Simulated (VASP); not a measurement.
# C (Fmmm) in VASP: notebook

The runs below take C through single point, relaxation of cell and atoms, with PBE.

Program: VASP 6.6.1. These are calculated values, not measurements. Logs are shortened: lines on timing, memory, paths and dates and some standing lists are left out, and cuts for length are marked.

**1. The cell of the first run**

It takes space group Fmmm (No. 69, orthorhombic). Conventional cell: a = 2.466 Å, b = 4.272 Å, c = 8.588 Å, α = 90.00°, β = 90.00°, γ = 90.00°. C (site symmetry m2m) has 3 C at 1.42 Å within 1.9 Å.

**2. Single point, PBE**

Input file INCAR:

```
SYSTEM = C
PREC     = Accurate       ! precision mode
ENCUT    = 520            ! plane-wave cutoff, eV
EDIFF    = 1E-6           ! SCF threshold, eV
ISMEAR   = 0              ! smearing method
SIGMA    = 0.02           ! smearing width, eV
LREAL    = .False.        ! projectors in reciprocal space
LASPH    = .True.         ! aspherical terms in the spheres
NELM     = 100            ! most SCF steps
ALGO     = Normal         ! electronic algorithm
ISIF     = 2              ! what is computed and relaxed
LWAVE    = .False.        ! write WAVECAR
LCHARG   = .False.        ! write CHGCAR
GGA      = PE             ! functional
NBANDS   = 11             ! bands
```

Input file KPOINTS:

```
Automatic mesh
0
Gamma
  14 14 14
  0 0 0
```

Input file POSCAR:

```
C
1.0
    0.0000000000      2.1360192257      4.2938514682
    1.2332305928      0.0000000000      4.2938514682
    1.2332305928      2.1360192257      0.0000000000
C
2
Direct
    0.1666721641      0.8333278359      0.1666721641
    0.8333278359      0.1666721641      0.8333278359
```

Potentials or basis: VASP PAW PBE potentials, release 64 (C).

On the command line:

```bash
cat potpaw_PBE.64/C/POTCAR > POTCAR
mpirun -np 1 vasp_std > vasp.out
```

OUTCAR:

```text
SYSTEM = C
   PREC = Accurate
   ENCUT = 520
   EDIFF = 1E-6
   ISMEAR = 0
   LREAL = .False.
   LASPH = .True.
   NELM = 100
   ISIF = 2
   GGA = PE

 ion  position               nearest neighbor table
   1  0.167  0.833  0.167-   2 1.42   2 1.42   2 1.42
   2  0.833  0.167  0.833-   1 1.42   1 1.42   1 1.42

  LATTYP: Found a face centered orthorhombic cell.
 ALAT       =     2.4664611856
 B/A-ratio  =     1.7320517656
 C/A-ratio  =     3.4817912346

  Lattice vectors:

 A1 = (   0.0000000000,   2.1360192257,   4.2938514682)
 A2 = (   1.2332305928,   0.0000000000,   4.2938514682)
 A3 = (   1.2332305928,   2.1360192257,   0.0000000000)

Analysis of symmetry for initial positions (statically):
=====================================================================
 Subroutine PRICEL returns:
 Original cell was already a primitive cell.

 Routine SETGRP: Setting up the symmetry group for a
 face centered orthorhombic supercell.

 Subroutine GETGRP returns: Found  8 space group operations
 (whereof  8 operations were pure point group operations)
 out of a pool of  8 trial point group operations.

The static configuration has the point symmetry D_2h.

Analysis of symmetry for dynamics (positions and initial velocities):
=====================================================================
 Subroutine PRICEL returns:
 Original cell was already a primitive cell.

 Routine SETGRP: Setting up the symmetry group for a
 face centered orthorhombic supercell.

 Subroutine GETGRP returns: Found  8 space group operations
 (whereof  8 operations were pure point group operations)
 out of a pool of  8 trial point group operations.

The dynamic configuration has the point symmetry D_2h.

 Subroutine INISYM returns: Found  8 space group operations
 (whereof  8 operations are pure point group operations),
 and found     1 'primitive' translations

----------------------------------------------------------------------------------------

                                     Primitive cell

  volume of cell :      22.6218

  direct lattice vectors                    reciprocal lattice vectors
     0.000000000  2.136019226  4.293851468    -0.405439180  0.234080290  0.116445574
     1.233230593  0.000000000  4.293851468     0.405439180 -0.234080290  0.116445574
[... 84 lines left out ...]
   NELM   =    100;   NELMIN=  2; NELMDL= -5     # of ELM steps
   EDIFF  = 0.1E-05   stopping-criterion for ELM
   LREAL  =      F    real-space projection
   EDIFFG = 0.1E-04   stopping-criterion for IOM
   NSW    =      0    number of steps for IOM
   IBRION =     -1    ionic relax: 0-MD 1-quasi-New 2-CG
   NFREE  =      0    steps in history (QN), initial steepest desc. (CG)
   ISIF   =      2    stress and relaxation
   ISYM   =      2    0-nonsym 1-usesym 2-fastsym
   POTIM  = 0.5000    time-step for ionic-motion
   TEBEG  =    0.0;   TEEND  =   0.0 temperature during run
   PSTRESS=    0.0 pullay stress
   NELECT =       8.0000    total number of electrons
   NUPDOWN=      -1.0000    fix difference up-down
   EMIN   =  10.00;   EMAX   =-10.00  energy-range for DOS
   EFERMI =   0.00;   METHOD = LEGACY
   ISMEAR =     0;   SIGMA  =   0.02  broadening in eV -4-tet -1-fermi 0-gaus
   EFERMI_NEDOS =   21; number of points for ismear=-14 and -15
   IALGO  =     38    algorithm
   IMIX   =      4    mixing-type and parameters
     AMIX     =   0.40;   BMIX     =  1.00
     AMIX_MAG =   1.60;   BMIX_MAG =  1.00
  volume/ion in A,a.u.               =      11.31        76.33
  Fermi-wavevector in a.u.,A,eV,Ry     =   1.157700  2.187736 18.235469  1.340269
  Thomas-Fermi vector in A             =   2.294309
   LORBIT       =      0    0 simple, 1 ext, 2 COOP (PROOUT), +10 PAW based schemes
   GGA     = PE    functional components
   LHFCALC =     F    Hartree Fock is set to
   AEXX    =    0.0000 exact exchange contribution
   IVDW    =     0    specifies the selected vdW correction
   LEPSILON=     F    determine dielectric tensor
   LRPA    =     F    only Hartree local field effects (RPA)
 non-spin polarized calculation
 Gauss-broadening in eV      SIGMA  =   0.02
  energy-cutoff  :      520.00
  volume of cell :       22.62
 maximum number of plane-waves:       625
   NGX = 17   NGY = 17   NGZ =  9

 number of electron       8.0000000 magnetization

 Free energy of the ion-electron system (eV)
  ---------------------------------------------------
  ext. energy  EPLUGINS =         0.00000000
  ---------------------------------------------------
  free energy    TOTEN  =       -18.45396125 eV

  energy without entropy =      -18.45396125  energy(sigma->0) =      -18.45396125

 E-fermi :   2.3309     XC(G=0):  -8.6774

 val. band max:        2.2557976445   @ k =   0.5000  -0.1429   0.3571
 cond. band min:       3.2898006821   @ k =  -0.0714   0.2857   0.2857
 fundamental gap:      1.0340030376
 Fermi energy:         2.3309470271

 k-point     1 :       0.0000    0.0000    0.0000
  band No.  band energies     occupation
      1     -16.7885      2.00000
      2      -4.6330      2.00000
      3      -0.3000      2.00000
      4      -0.2999      2.00000
      5       5.8094      0.00000
      6      11.0457      0.00000
      7      11.0533      0.00000
      8      14.1564      0.00000
      9      15.2314      0.00000
     10      19.2681      0.00000
     11      25.2473      0.00000
[... 309 lines left out ...]
 k-point    24 :       0.2857    0.1429    0.0000
  band No.  band energies     occupation
      1     -16.2945      2.00000
      2      -4.2497      2.00000
      3      -2.0529      2.00000
      4      -1.1804      2.00000
      5       7.3536      0.00000
      6      11.1083      0.00000
      7      12.5932      0.00000
      8      12.9657      0.00000
      9      16.1613      0.00000
     10      17.2231      0.00000
     11      26.2104      0.00000

 [... further k-points ...]
[... 5 lines left out ...]
  --------------------------------------------------------------------------------------
  -------------------------------------------------------------------------------------
  Total        0.0781719      0.0778493     -0.0013777     -0.0000000      0.0000000      0.0000000
  in kB        5.5364930      5.5136482     -0.0975734     -0.0000000      0.0000000      0.0000000
  external PRESSURE =       3.6508559 kB  Pullay stress =       0.0000000 kB

 VOLUME and BASIS-vectors are now :
 -----------------------------------------------------------------------------
  energy-cutoff  :      520.00
  volume of cell :       22.62
      direct lattice vectors                 reciprocal lattice vectors
     0.000000000  2.136019226  4.293851468    -0.405439180  0.234080290  0.116445574
     1.233230593  0.000000000  4.293851468     0.405439180 -0.234080290  0.116445574
     1.233230593  2.136019226  0.000000000     0.405439180  0.234080290 -0.116445574

 POSITION                                       TOTAL-FORCE (eV/Angst)
 -----------------------------------------------------------------------------------
      1.23323      0.71203      4.29385         0.000000     -0.000458      0.000000
      1.23323      3.56001      4.29385         0.000000      0.000458      0.000000
 -----------------------------------------------------------------------------------
    total drift:                                0.000000      0.000000      0.000000

  FREE ENERGIE OF THE ION-ELECTRON SYSTEM (eV)
  ---------------------------------------------------
  free  energy   TOTEN  =       -18.4539612466 eV

  energy  without entropy=      -18.4539612466  energy(sigma->0) =      -18.45396125
```

OSZICAR:

```text
N       E                     dE             d eps       ncg     rms          rms(c)
DAV:   1     0.388598380930E+01    0.38860E+01   -0.39087E+03  9488   0.628E+02
DAV:   2    -0.190402078627E+02   -0.22926E+02   -0.21815E+02 12311   0.120E+02
DAV:   3    -0.196992067908E+02   -0.65900E+00   -0.65753E+00 12117   0.170E+01
DAV:   4    -0.197024193979E+02   -0.32126E-02   -0.32122E-02 11361   0.144E+00
DAV:   5    -0.197024374044E+02   -0.18006E-04   -0.18006E-04 12325   0.970E-02    0.630E+00
DAV:   6    -0.187715785272E+02    0.93086E+00   -0.68507E-01 10787   0.502E+00    0.368E+00
DAV:   7    -0.184481326103E+02    0.32345E+00   -0.89697E-01 11177   0.569E+00    0.103E+00
DAV:   8    -0.184542546031E+02   -0.61220E-02   -0.24848E-02 10575   0.101E+00    0.168E-01
DAV:   9    -0.184538558376E+02    0.39877E-03   -0.64878E-04 11320   0.167E-01    0.964E-02
DAV:  10    -0.184539607780E+02   -0.10494E-03   -0.45575E-04 10271   0.144E-01    0.386E-02
DAV:  11    -0.184539602502E+02    0.52782E-06   -0.16620E-05 11520   0.285E-02    0.268E-03
DAV:  12    -0.184539612466E+02   -0.99641E-06   -0.53375E-07 10433   0.657E-03
   1 F= -.18453961E+02 E0= -.18453961E+02  d E =-.612852E-11
```

It took 98 s on 1 thread of Intel Xeon Platinum 8375C at 2.90GHz (Ice Lake), shared host; peak memory 0.21 GiB.

Results:

* Free energy: -18.4540 eV
* Pressure: 0.4 GPa
* Band gap on the k mesh: 1.03 eV, indirect (least direct gap 1.09 eV)

**3. Relaxation of cell and atoms, PBE**

This run uses another cell than the first one, of 8.74 Å³/atom, 0.773 times its volume.

Input file INCAR:

```
PREC = Accurate
ENCUT = 600
EDIFF = 1E-6
ISMEAR = 0
SIGMA = 0.02
LREAL = F
LASPH = T
NELM = 100
ALGO = Normal
ISIF = 3
LWAVE = F
LCHARG = F
GGA = PE
IBRION = 2
NSW = 100
EDIFFG = -0.005
```

Input file KPOINTS:

```
Automatic mesh
0
Gamma
  14 14 14
```

Input file POSCAR:

```
C
1.0
    0.0000000000      2.1270000000      3.3480000000
    1.2280000000      0.0000000000      3.3480000000
    1.2280000000      2.1270000000      0.0000000000
C
2
Direct
    0.1666700000      0.8333300000      0.1666700000
    0.8333300000      0.1666700000      0.8333300000
```

Potentials or basis: VASP PAW PBE potentials, release 64 (C).

On the command line:

```bash
cat potpaw_PBE.64/C/POTCAR > POTCAR
mpirun -np 1 vasp_std > vasp.out
```

It took 9.4 min on 1 thread of Intel Xeon Platinum 8375C at 2.90GHz (Ice Lake), shared host; peak memory 0.18 GiB.

The run converged. Its results:

| Property | Result |
| --- | --- |
| Free energy | -18.4510 eV |
| Relaxed volume | 10.44 Å³/atom |
| Relaxed cell | a = 4.501 Å, b = 4.149 Å, c = 2.467 Å, α = 81.45°, β = 65.72°, γ = 32.82° |
| Space group after relaxing (to 0.05 Å) | Fmmm (No. 69) |
| Energy gained by relaxing | 15.1 meV/atom |
| Ionic steps | 23 |
| Pressure after relaxing | 0.0 GPa |
| Largest force after relaxing | 0.004 eV/Å |
| Band gap on the k mesh | 0.89 eV, indirect (least direct gap 0.98 eV) |

Forces in eV/Å, atoms in the order of the input:
```
C    0.000  0.004  0.000
C    0.000 -0.004  0.000
```

Stress tensor (GPa, compression positive):
```
 0.07  0.00  0.00
 0.00 -0.04  0.00
 0.00  0.00 -0.02
```

The path:
| step | energy change (eV) | largest force (eV/Å) | pressure (GPa) | volume (Å³) |
| --- | --- | --- | --- | --- |
| 1 | 0.0000 | 0.0314 | 4.63 | 17.49 |
| 2 | 0.0055 | 0.1258 | -6.10 | 18.14 |
| 3 | -0.0036 | 0.0337 | 0.31 | 17.74 |
| 4 | -0.0074 | 0.0872 | 0.21 | 17.92 |
| 5 | -0.0146 | 0.4563 | 0.01 | 18.49 |
| 6 | -0.0126 | 1.2255 | -0.03 | 19.62 |
| 7 | -0.0161 | 0.7952 | -0.03 | 18.99 |
| 8 | -0.0167 | 0.7731 | -0.07 | 19.02 |
| 9 | -0.0184 | 0.7076 | -0.04 | 19.11 |
| 10 | -0.0214 | 0.5772 | -0.01 | 19.28 |
| 11 | -0.0258 | 0.3186 | 0.05 | 19.62 |
| 12 | -0.0293 | 0.1889 | 0.25 | 20.31 |
| 13 | -0.0296 | 0.1570 | 0.21 | 20.39 |
| 14 | -0.0300 | 0.0799 | 0.18 | 20.60 |
| 15 | -0.0301 | 0.0755 | 0.07 | 21.01 |
| 16 | -0.0302 | 0.0027 | 0.18 | 20.80 |
| 17 | -0.0302 | 0.0336 | 0.07 | 20.90 |
| 18 | -0.0302 | 0.0083 | 0.22 | 20.83 |
| 19 | -0.0302 | 0.0210 | 0.09 | 20.87 |
| 20 | -0.0302 | 0.0154 | 0.15 | 20.85 |
| 21 | -0.0302 | 0.0073 | 0.04 | 20.87 |
| 22 | -0.0302 | 0.0061 | 0.06 | 20.88 |
| 23 | -0.0302 | 0.0036 | 0.00 | 20.88 |

Final structure:
```
C
1.0
     0.00000    2.13674    3.96157
     1.23344    0.00000    3.96157
     1.23344    2.13674    0.00000
C
2
Direct
  0.16667 0.83333 0.16667
  0.83333 0.16667 0.83333
```

Levels at points of the mesh, in eV from the valence-band top:
```csv
k point,band 1,band 2,band 3,band 4,band 5,band 6,band 7,band 8
"(0.00, 0.00, 0.00)",-19.17,-6.83,-2.66,-2.66,3.70,8.67,8.69,11.79
"(0.50, 0.00, 0.00)",-13.89,-12.85,-6.04,-1.98,2.04,7.73,12.06,12.64
"(0.50, 0.50, 0.00)",-19.09,-7.60,-2.67,-2.66,7.75,8.67,8.68,11.81
"(0.50, 0.00, 0.50)",-13.92,-12.87,-6.03,-1.73,2.40,7.79,11.03,11.31
"(0.00, 0.50, 0.50)",-13.87,-12.83,-6.04,-2.22,1.73,7.69,13.18,14.98
```

Caveat: the volume moved by over 15 % at a fixed basis, so the end points are rough; the volume moved by +19 % from the deposited cell, more than functionals usually miss.
